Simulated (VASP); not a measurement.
Set up this calculation in VASP 6.6.1, as the native input.

- Task: single point
- Functional: PBEsol
- Potentials or basis: VASP PAW PBE potentials, release 64 (Cd, F)
- Cutoff: 520 eV
- k mesh: 9 × 9 × 9
- Occupations: fermi-dirac, width 0.05 eV
- Spin: no spin polarisation
- Dipole correction: no
- Further INCAR settings: ALGO = Normal; EDIFF = 1e-06; NBANDS = 20

The structure of CdF2 lies in POSCAR:

```
CdF2
1.0
    0.0000000000      2.6240330839      2.6240330839
    2.6240330839      0.0000000000      2.6240330839
    2.6240330839      2.6240330839      0.0000000000
Cd F
1 2
Direct
    0.0000000000      0.0000000000      0.0000000000
    0.7500000000      0.7500000000      0.7500000000
    0.2500000000      0.2500000000      0.2500000000
```

These files were run (other wordings do the same):

INCAR

```
PREC = Accurate
ENCUT = 520
EDIFF = 1E-6
ISMEAR = -1
SIGMA = 0.05
LREAL = F
LASPH = T
NELM = 100
ALGO = Normal
ISIF = 2
LWAVE = F
LCHARG = F
GGA = PS
NBANDS = 20
```

KPOINTS

```
Automatic mesh
0
Gamma
  9 9 9
```

Potentials or basis: VASP PAW PBE potentials, release 64 (Cd, F).

Command:

```sh
$ cat potpaw_PBE.64/Cd/POTCAR potpaw_PBE.64/F/POTCAR > POTCAR
$ mpirun -np 1 vasp_std > vasp.out
```

Results of the run:

```yaml
Pressure: 11.3 GPa
Band_gap_on_the_k_mesh: 3.20 eV, indirect (least direct gap 3.55 eV)
```

Caveat: the PAW data sets were made with another functional, which shifts forces and pressure a little.

It took 11 s on 1 thread of Intel(R) Xeon(R) 6975P-C (Granite Rapids) (shared host), peak memory 0.16 GiB.
